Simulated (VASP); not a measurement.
The system is GaN.

```
Ga N
1.0
     2.37384    0.00000    0.00000
     0.00000    2.37384    0.00000
     0.00000    0.00000    2.37384
Ga N
1 1
Cartesian
  0.0000 0.0000 0.0000
  1.1869 1.1869 1.1869
```

| Property | Result |
| --- | --- |
| Program | VASP 6.6.1 |
| Task | relaxation of cell and atoms |
| Functional | PBE |
| Potentials or basis | VASP PAW PBE potentials, release 64 (Ga_d, N) |
| Cutoff | 600 eV |
| k mesh | 10 × 10 × 10 |
| Occupations | fermi-dirac, width 0.02 eV |
| Spin | no spin polarisation |

At the start: pressure 175.6 GPa; volume 6.69 Å³/atom.

**Question.** Where does the relaxation end?

**Answer.** Over 5 steps the energy falls by 1331.5 meV/atom and the volume is 10.30 Å³/atom (+54.0 %); space group Pm-3m (No. 221, to 0.1 Å) before and after.

The path:
```csv
step,energy change (eV),largest force (eV/Å),pressure (GPa),volume (Å³)
1,0.0000,0.0000,175.63,13.38
2,-0.9614,0.0000,-28.94,33.18
3,-2.6577,0.0000,-3.51,21.07
4,-2.6620,0.0000,-1.54,20.80
5,-2.6629,0.0000,-0.05,20.60
```

Final structure:
```yaml
crystal:
  lattice:
    - [2.74122, 0.00000, 0.00000]
    - [0.00000, 2.74122, 0.00000]
    - [0.00000, 0.00000, 2.74122]
  atoms:
    - { symbol: Ga, position: [0.00000, 0.00000, 0.00000] }
    - { symbol: N, position: [0.50000, 0.50000, 0.50000] }
```

Caveat: the volume moved by over 15 % at a fixed basis, so the end points are rough; the structure was generated, so it needn't be the stable form of GaN.
